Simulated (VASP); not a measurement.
A run of VASP 6.6.1:

Contents of INCAR:

```
PREC = Accurate
ENCUT = 600
EDIFF = 1E-6
ISMEAR = 0
SIGMA = 0.1
LREAL = F
LASPH = T
NELM = 100
ALGO = Normal
ISIF = 3
LWAVE = F
LCHARG = F
GGA = PE
IBRION = 2
NSW = 100
EDIFFG = -0.01
```

Contents of KPOINTS:

```
Automatic mesh
0
Gamma
  18 18 18
```

POSCAR

```
NiGe
1.0
    2.9703660750      0.0000000000      0.0000000000
    0.0000000000      2.9703660750      0.0000000000
    0.0000000000      0.0000000000      2.9703660750
Ni Ge
1 1
Direct
    0.5000000000      0.5000000000      0.5000000000
    0.0000000000      0.0000000000      0.0000000000
```

Potentials or basis: VASP PAW PBE potentials, release 64 (Ni, Ge_d).

Launch:

```sh
$ cat potpaw_PBE.64/Ni/POTCAR potpaw_PBE.64/Ge_d/POTCAR > POTCAR
$ mpirun -np 1 vasp_std > vasp.out
```

Hardware: 1 thread of Intel(R) Xeon(R) Platinum 8375C CPU @ 2.90GHz (Ice Lake), with other jobs on the host.

**Question.** How long does it take, and how much memory?

**Answer.** It took 2.2 min on 1 thread of Intel(R) Xeon(R) Platinum 8375C CPU @ 2.90GHz (Ice Lake), on a shared host, peak memory 0.24 GiB. Counts: scf iterations 27, k points 220, ion steps 3.
